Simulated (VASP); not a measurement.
Ti, 3 atoms in the cell. The typed cell holds 3 atoms: a = 4.600 Å, b = 4.627 Å, c = 2.786 Å, α = 81.73°, β = 86.85°, γ = 119.04°. 

```yaml
Program: VASP 6.6.1
Task: single point
Functional: PBE
Potentials_or_basis: VASP PAW PBE potentials, release 64 (Ti_sv)
Cutoff: 500 eV
k_mesh: 3 × 3 × 2, shifted
Occupations: gaussian, width 0.1 eV
Spin: no spin polarisation
Dipole_correction: no
Further_INCAR_settings: ALGO = Normal; EDIFF = 1e-06; NBANDS = 25
```

Potentials or basis: VASP PAW PBE potentials, release 64 (Ti_sv).

Run with:

```bash
$ cat potpaw_PBE.64/Ti_sv/POTCAR > POTCAR
$ mpirun -np 1 vasp_std > vasp.out
```

Hardware: 1 thread of Intel Xeon 8259CL, on a shared host.

Problem. Estimate the wall time of this run.

Solution. Run time: 36 s on 1 thread of Intel Xeon 8259CL, with other jobs on the host, peak memory 0.17 GiB. Counts: scf iterations 14, k points 18.
